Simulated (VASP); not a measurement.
# Ru in VASP: single point with PBE

Aim: the single point of Ru with PBE.

All numbers are computed with VASP 6.6.1; they aren't measurements. Logs are shortened: lines on timing, memory, paths and dates and some standing lists are left out, and cuts for length are marked.

### Step 1. The cell of the first run

The typed cell holds 2 atoms: a = 4.539 Å, b = 2.739 Å, c = 4.539 Å, α = 72.43°, β = 35.13°, γ = 72.44°.

### Step 2. Single point, PBE

The input, INCAR:

```
PREC = Accurate
ENCUT = 520
EDIFF = 1E-6
ISMEAR = 0
SIGMA = 0.1
LREAL = False
LASPH = True
NELM = 80
ALGO = Normal
ISIF = 2
LWAVE = False
LCHARG = True
GGA = PE
LELF = True
LVHAR = True
NBANDS = 21
```

The input, KPOINTS:

```
Automatic mesh
0
Gamma
  8 8 8
```

The input, POSCAR:

```
Ru
1.0
    0.0000000000      4.1047402930      1.9369959379
    1.9371830846      0.0000000000      1.9369959379
    1.9371830846      4.1047402930      0.0000000000
Ru
2
Direct
    0.1492196309      0.8507803691      0.1492196309
    0.8507803691      0.1492196309      0.8507803691
```

Potentials or basis: VASP PAW PBE potentials, release 64 (Ru_pv).

On the command line:

```
cat potpaw_PBE.64/Ru_pv/POTCAR > POTCAR
mpirun -np 1 vasp_std > vasp.out
```

OUTCAR:

```text
PREC = Accurate
   ENCUT = 520
   EDIFF = 1E-6
   ISMEAR = 0
   LREAL = False
   LASPH = True
   NELM = 80
   ISIF = 2
   GGA = PE

 ion  position               nearest neighbor table
   1  0.149  0.851  0.149-   2 2.45   2 2.55   2 2.55   2 2.55   2 2.55
   2  0.851  0.149  0.851-   1 2.45   1 2.55   1 2.55   1 2.55   1 2.55

  LATTYP: Found a face centered orthorhombic cell.
 ALAT       =     3.8739918758
 B/A-ratio  =     1.0000966170
 C/A-ratio  =     2.1191269495

  Lattice vectors:

 A1 = (   1.9371830846,   4.1047402930,   0.0000000000)
 A2 = (   0.0000000000,   4.1047402930,   1.9369959379)
 A3 = (   1.9371830846,   0.0000000000,   1.9369959379)

Analysis of symmetry for initial positions (statically):
=====================================================================
 Subroutine PRICEL returns:
 Original cell was already a primitive cell.

 Routine SETGRP: Setting up the symmetry group for a
 face centered orthorhombic supercell.

 Subroutine GETGRP returns: Found  8 space group operations
 (whereof  8 operations were pure point group operations)
 out of a pool of  8 trial point group operations.

The static configuration has the point symmetry D_2h.

Analysis of symmetry for dynamics (positions and initial velocities):
=====================================================================
 Subroutine PRICEL returns:
 Original cell was already a primitive cell.

 Routine SETGRP: Setting up the symmetry group for a
 face centered orthorhombic supercell.

 Subroutine GETGRP returns: Found  8 space group operations
 (whereof  8 operations were pure point group operations)
 out of a pool of  8 trial point group operations.

The dynamic configuration has the point symmetry D_2h.

 Subroutine INISYM returns: Found  8 space group operations
 (whereof  8 operations are pure point group operations),
 and found     1 'primitive' translations

----------------------------------------------------------------------------------------

                                     Primitive cell

  volume of cell :      30.8046

  direct lattice vectors                    reciprocal lattice vectors
     0.000000000  4.104740293  1.936995938    -0.258106734  0.121810386  0.258131672
     1.937183085  0.000000000  1.936995938     0.258106734 -0.121810386  0.258131672
     1.937183085  4.104740293  0.000000000     0.258106734  0.121810386 -0.258131672

  length of vectors
     4.538815499  2.739458262  4.538895370     0.384823098  0.384823098  0.384823098

  position of ions in fractional coordinates (direct lattice)
     0.149219631  0.850780369  0.149219631
     0.850780369  0.149219631  0.850780369

  ion indices of the primitive-cell ions
   primitive index   ion index
                 1           1
                 2           2

----------------------------------------------------------------------------------------

 KPOINTS: Automatic mesh

Automatic generation of k-mesh.
 Grid dimensions read from file:
 generate k-points for:    8    8    8

 Generating k-lattice:

  Cartesian coordinates                     Fractional coordinates (reciprocal lattice)
    -0.032263342  0.015226298  0.032266459     0.125000000  0.000000000  0.000000000
     0.032263342 -0.015226298  0.032266459    -0.000000000  0.125000000 -0.000000000
     0.032263342  0.015226298 -0.032266459     0.000000000  0.000000000  0.125000000

  Length of vectors
     0.048102887  0.048102887  0.048102887

  Shift w.r.t. Gamma in fractional coordinates (k-lattice)
     0.000000000  0.000000000  0.000000000

 Subroutine IBZKPT returns following result:
 ===========================================

 Found     95 irreducible k-points:

 Following reciprocal coordinates:
            Coordinates               Weight
  0.000000  0.000000  0.000000      1.000000
  0.125000  0.000000  0.000000      8.000000
  0.250000  0.000000  0.000000      8.000000
  0.375000 -0.000000 -0.000000      8.000000
  0.500000  0.000000  0.000000      4.000000
  0.125000  0.125000  0.000000      2.000000
[... 16 lines left out ...]
  0.250000  0.000000  0.125000      8.000000
  0.375000  0.000000  0.125000      8.000000
 [... further k-points ...]
   k-points           NKPTS =     95   k-points in BZ     NKDIM =     95   number of bands    NBANDS=     21
   number of dos      NEDOS =    301   number of ions     NIONS =      2
   total plane-waves  NPLWV =  25920
   dimension x,y,z NGX =    36 NGY =   20 NGZ =   36
   dimension x,y,z NGXF=    72 NGYF=   40 NGZF=   72
   ions per type =               2
   NGX,Y,Z   is equivalent  to a cutoff of  13.19, 12.14, 13.19 a.u.
   NGXF,Y,Z  is equivalent  to a cutoff of  26.37, 24.27, 26.37 a.u.
 SYSTEM =  unknown system
   PREC   = accura    normal or accurate (medium, high low for compatibility)
   ISTART =      0    job   : 0-new  1-cont  2-samecut
   ICHARG =      2    charge: 1-file 2-atom 10-const
   ISPIN  =      1    spin polarized calculation?
   LNONCOLLINEAR =      F non collinear calculations
   LSORBIT =      F    spin-orbit coupling
   LASPH  =      T    aspherical Exc in radial PAW
   ENCUT  =  520.0 eV  38.22 Ry    6.18 a.u.   8.44  5.09  8.44*2*pi/ulx,y,z
   NELM   =     80;   NELMIN=  2; NELMDL= -5     # of ELM steps
   EDIFF  = 0.1E-05   stopping-criterion for ELM
   LREAL  =      F    real-space projection
   EDIFFG = 0.1E-04   stopping-criterion for IOM
   NSW    =      0    number of steps for IOM
   IBRION =     -1    ionic relax: 0-MD 1-quasi-New 2-CG
   NFREE  =      0    steps in history (QN), initial steepest desc. (CG)
   ISIF   =      2    stress and relaxation
   ISYM   =      2    0-nonsym 1-usesym 2-fastsym
   POTIM  = 0.5000    time-step for ionic-motion
   TEBEG  =    0.0;   TEEND  =   0.0 temperature during run
   PSTRESS=    0.0 pullay stress
   NELECT =      28.0000    total number of electrons
   NUPDOWN=      -1.0000    fix difference up-down
   EMIN   =  10.00;   EMAX   =-10.00  energy-range for DOS
   EFERMI =   0.00;   METHOD = LEGACY
   ISMEAR =     0;   SIGMA  =   0.10  broadening in eV -4-tet -1-fermi 0-gaus
   EFERMI_NEDOS =   21; number of points for ismear=-14 and -15
   IALGO  =     38    algorithm
   IMIX   =      4    mixing-type and parameters
     AMIX     =   0.40;   BMIX     =  1.00
     AMIX_MAG =   1.60;   BMIX_MAG =  1.00
  volume/ion in A,a.u.               =      15.40       103.94
  Fermi-wavevector in a.u.,A,eV,Ry     =   1.585827  2.996779 34.216577  2.514847
  Thomas-Fermi vector in A             =   2.685232
   LORBIT       =      0    0 simple, 1 ext, 2 COOP (PROOUT), +10 PAW based schemes
   GGA     = PE    functional components
   LHFCALC =     F    Hartree Fock is set to
   AEXX    =    0.0000 exact exchange contribution
   IVDW    =     0    specifies the selected vdW correction
   LEPSILON=     F    determine dielectric tensor
   LRPA    =     F    only Hartree local field effects (RPA)
 non-spin polarized calculation
 Gauss-broadening in eV      SIGMA  =   0.10
  energy-cutoff  :      520.00
  volume of cell :       30.80
 maximum number of plane-waves:       847
 NGX is ok and might be reduce to    36
   NGX = 17   NGY = 11   NGZ = 17

 number of electron      27.9999993 magnetization

 Free energy of the ion-electron system (eV)
  ---------------------------------------------------
  ext. energy  EPLUGINS =         0.00000000
  ---------------------------------------------------
  free energy    TOTEN  =       -17.67117081 eV

  energy without entropy =      -17.66620979  energy(sigma->0) =      -17.66869030

 E-fermi :  10.6979     XC(G=0): -13.1877

 val. band max:       10.6844771072   @ k =   0.3750   0.1250   0.0000
 cond. band min:      10.7256334391   @ k =   0.2500   0.0000   0.1250
 fundamental gap:      0.0411563319
 Fermi energy:        10.6979480661

 k-point     1 :       0.0000    0.0000    0.0000
  band No.  band energies     occupation
      1     -32.8888      2.00000
      2     -32.0552      2.00000
      3     -32.0550      2.00000
      4     -31.7389      2.00000
      5     -31.7389      2.00000
      6     -31.6222      2.00000
[... 13 lines left out ...]
     20      21.3622      0.00000
     21      21.3695      0.00000

 k-point     2 :       0.1250    0.0000    0.0000
  band No.  band energies     occupation
      1     -32.8629      2.00000
      2     -32.1449      2.00000
      3     -32.0380      2.00000
      4     -31.8044      2.00000
      5     -31.7444      2.00000
      6     -31.6175      2.00000
[... 13 lines left out ...]
     20      21.3620      0.00000
     21      21.3768      0.00000

 k-point     3 :       0.2500    0.0000    0.0000
  band No.  band energies     occupation
      1     -32.8076      2.00000
      2     -32.3353      2.00000
      3     -31.9917      2.00000
      4     -31.9454      2.00000
      5     -31.7627      2.00000
      6     -31.6373      2.00000
[... 13 lines left out ...]
     20      21.3603      0.00000
     21      21.3629      0.00000

 k-point     4 :       0.3750   -0.0000   -0.0000
  band No.  band energies     occupation
      1     -32.7757      2.00000
      2     -32.5057      2.00000
      3     -32.0426      2.00000
      4     -31.9305      2.00000
      5     -31.7958      2.00000
      6     -31.6910      2.00000
[... 13 lines left out ...]
     20      21.3603      0.00000
     21      21.3618      0.00000

 k-point     5 :       0.5000    0.0000    0.0000
  band No.  band energies     occupation
      1     -32.7751      2.00000
      2     -32.5724      2.00000
      3     -32.0605      2.00000
      4     -31.8881      2.00000
      5     -31.8266      2.00000
      6     -31.7251      2.00000
[... 13 lines left out ...]
     20      21.3596      0.00000
     21      21.3619      0.00000

 k-point     6 :       0.1250    0.1250    0.0000
  band No.  band energies     occupation
      1     -32.8580      2.00000
      2     -32.1295      2.00000
      3     -32.1112      2.00000
      4     -31.8457      2.00000
      5     -31.7856      2.00000
      6     -31.5928      2.00000
[... 13 lines left out ...]
     20      21.3620      0.00000
     21      21.3761      0.00000

 k-point     7 :       0.2500    0.1250    0.0000
  band No.  band energies     occupation
      1     -32.8155      2.00000
      2     -32.3046      2.00000
      3     -32.0658      2.00000
      4     -31.9814      2.00000
      5     -31.8186      2.00000
      6     -31.6017      2.00000
[... 13 lines left out ...]
     20      21.3615      0.00000
     21      21.5286      0.00000
[... 291 lines left out ...]
      1     -32.5590      2.00000
      2     -32.5418      2.00000
      3     -32.4509      2.00000
      4     -32.0116      2.00000
      5     -31.9409      2.00000
      6     -31.8454      2.00000
[... 13 lines left out ...]
     20      21.3611      0.00000
     21      21.3618      0.00000

 k-point    21 :       0.5000    0.5000    0.0000
  band No.  band energies     occupation
      1     -32.6234      2.00000
      2     -32.5505      2.00000
      3     -32.4770      2.00000
      4     -32.0531      2.00000
      5     -31.9741      2.00000
      6     -31.8715      2.00000
[... 13 lines left out ...]
     20      21.3629      0.00000
     21      21.6464      0.00000

 k-point    22 :       0.1250    0.0000    0.1250
  band No.  band energies     occupation
      1     -32.8426      2.00000
      2     -32.0656      2.00000
      3     -32.0655      2.00000
      4     -31.7280      2.00000
      5     -31.7279      2.00000
      6     -31.6725      2.00000
[... 13 lines left out ...]
     20      21.3621      0.00000
     21      21.4345      0.00000

 k-point    23 :       0.2500    0.0000    0.1250
  band No.  band energies     occupation
      1     -32.7774      2.00000
      2     -32.1682      2.00000
      3     -32.0566      2.00000
      4     -31.7925      2.00000
      5     -31.7250      2.00000
      6     -31.6975      2.00000
[... 13 lines left out ...]
     20      21.3620      0.00000
     21      22.3928      0.00000

 k-point    24 :       0.3750    0.0000    0.1250
  band No.  band energies     occupation
      1     -32.7125      2.00000
      2     -32.3642      2.00000
      3     -32.0148      2.00000
      4     -31.9308      2.00000
      5     -31.7388      2.00000
      6     -31.7237      2.00000
[... 13 lines left out ...]
     20      21.3614      0.00000
     21      21.3621      0.00000

 [... further k-points ...]
[... 5 lines left out ...]
  --------------------------------------------------------------------------------------
  -------------------------------------------------------------------------------------
  Total       -0.0582183     -0.0278987     -0.0532633      0.0000000      0.0000000      0.0000000
  in kB       -3.0279962     -1.4510413     -2.7702814      0.0000000      0.0000000      0.0000000
  external PRESSURE =      -2.4164396 kB  Pullay stress =       0.0000000 kB

 VOLUME and BASIS-vectors are now :
 -----------------------------------------------------------------------------
  energy-cutoff  :      520.00
  volume of cell :       30.80
      direct lattice vectors                 reciprocal lattice vectors
     0.000000000  4.104740293  1.936995938    -0.258106734  0.121810386  0.258131672
     1.937183085  0.000000000  1.936995938     0.258106734 -0.121810386  0.258131672
     1.937183085  4.104740293  0.000000000     0.258106734  0.121810386 -0.258131672

 POSITION                                       TOTAL-FORCE (eV/Angst)
 -----------------------------------------------------------------------------------
      1.93718      1.22502      1.93700         0.000000      0.002368      0.000000
      1.93718      6.98446      1.93700         0.000000     -0.002368      0.000000
 -----------------------------------------------------------------------------------
    total drift:                               -0.000000      0.000000     -0.000000

  FREE ENERGIE OF THE ION-ELECTRON SYSTEM (eV)
  ---------------------------------------------------
  free  energy   TOTEN  =       -17.6711708141 eV

  energy  without entropy=      -17.6662097850  energy(sigma->0) =      -17.66869030
```

It took 60 s on 1 thread of AMD EPYC 7R13 (Zen 3), shared host; peak memory 0.16 GiB.

Results:

- Free energy: -17.6712 eV
- Pressure: -0.2 GPa
- Band gap on the k mesh: zero (bands 14 and 15 overlap by 3.06 eV)

Forces in eV/Å, atoms in the order of the input:
```
Ru   0.000  0.002  0.000
Ru   0.000 -0.002  0.000
```

The gap in the log of VASP goes by the Fermi energy; the results here count the filled bands.